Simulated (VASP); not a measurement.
CdTe (rocksalt type): single point with LDA

Crystal: CdTe (rocksalt type).

```
CELL_PARAMETERS angstrom
0.00000 2.84187 2.84187
2.84187 0.00000 2.84187
2.84187 2.84187 0.00000
ATOMIC_POSITIONS crystal
Cd 0.00000 0.00000 0.00000
Te 0.50000 0.50000 0.50000
```

This cell differs from its parent crystal: volume scaled by 0.88.

```yaml
Program: VASP 6.6.1
Task: single point
Functional: LDA
Potentials_or_basis: VASP PAW LDA potentials, release 64 (Cd, Te)
Cutoff: 500 eV
k_mesh: 13 × 13 × 13
Occupations: fermi-dirac, width 0.05 eV
Spin: no spin polarisation
```

```yaml
Pressure: 11.6 GPa
Band_gap_on_the_k_mesh: zero (band 9 reaches 6.43 eV, above the bottom of band 10 at 4.74 eV)
```

Levels at points of the mesh, in eV from the Fermi level:
| k point | band 7 | band 8 | band 9 | band 10 | band 11 | band 12 |
| --- | --- | --- | --- | --- | --- | --- |
| (0.00, 0.00, 0.00) | -0.70 | -0.70 | -0.70 | 1.41 | 7.20 | 7.20 |

Run time: 30 s on 1 thread of Intel(R) Xeon(R) Platinum 8488C (Sapphire Rapids), on a shared host, peak memory 0.19 GiB.

Caveat: spin-orbit coupling is left out, which moves the levels of the heavy elements.
